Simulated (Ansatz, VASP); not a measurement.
# Two plane-wave programs on Ru

```
Ru
1.0
     2.70246    0.00000    0.00000
    -1.35123    2.34040    0.00000
     0.00000    0.00000    4.26584
Ru
2
Cartesian
  0.0000 1.5603 1.0665
  1.3512 0.7801 3.1994
```

Alike in both runs: functional r2SCAN; k mesh 18 × 18 × 10; occupations gaussian, width 0.1 eV; no spin polarisation.

Ansatz relaxed the structure, and its values are those at the end. VASP's run is a single point on that final structure, the one shown.

|  | VASP | Ansatz |
| --- | --- | --- |
| version | VASP 6.6.1 | Ansatz 0.2.0 |
| potentials or method | VASP PAW PBE potentials, release 64 (Ru_pv), cutoff 520 eV | scalar-relativistic, plane waves, PAW |
| valence electrons in the cell | 28 | 32 |

VASP gave:

- gap on the k mesh at the Fermi level (eV): none
- pressure (GPa): 1.5

Task: Which values does Ansatz return?

Result: gap on the k mesh at the Fermi level (eV): none; pressure (GPa): 0.0.

VASP's potentials were made for PBE, not for r2SCAN. A gap of «none» marks a metal or a gap that the smearing closes. The functional is the same, so the differences come from potentials, cutoffs and numerics. VASP's potentials hold 28 valence electrons a cell and Ansatz's 32, so a difference there can come from the potentials and not from the codes.
